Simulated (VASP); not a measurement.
A run of VASP 6.6.1 is set up as follows.

POSCAR

```
H
1.0
    0.0000000000      1.1351345980      1.1351345980
    1.1351345980      0.0000000000      1.1351345980
    1.1351345980      1.1351345980      0.0000000000
H
1
Direct
    0.0000000000      0.0000000000      0.0000000000
```

The input INCAR.step1:

```
PREC = Accurate
ENCUT = 520
ISMEAR = 0
SIGMA = 0.1
LREAL = F
LASPH = T
NELM = 100
NBANDS = 6
GGA = PE
ALGO = Normal
EDIFF = 1E-4
LWAVE = T
LCHARG = F
```

File INCAR.step2:

```
PREC = Accurate
ENCUT = 520
EDIFF = 1E-7
ISMEAR = 0
SIGMA = 0.1
LREAL = F
LASPH = T
NELM = 100
ALGO = Normal
ISIF = 2
LWAVE = F
LCHARG = T
METAGGA = R2SCAN
LMIXTAU = T
LELF = T
LVHAR = T
NBANDS = 6
ISTART = 1
```

File KPOINTS:

```
regular mesh
0
Gamma
  42 42 42
```

Potentials or basis: VASP PAW PBE potentials, release 64 (H).

Run with:

```sh
$ cat potpaw_PBE.64/H/POTCAR > POTCAR
$ cp INCAR.step1 INCAR
$ mpirun -np 1 vasp_std > vasp.out
$ cp INCAR.step2 INCAR
$ mpirun -np 1 vasp_std > vasp.out
```

Problem. Estimate the pressure.

Solution. -0.5 GPa.

Caveat: the PAW data sets were made with another functional, which shifts forces and pressure a little.
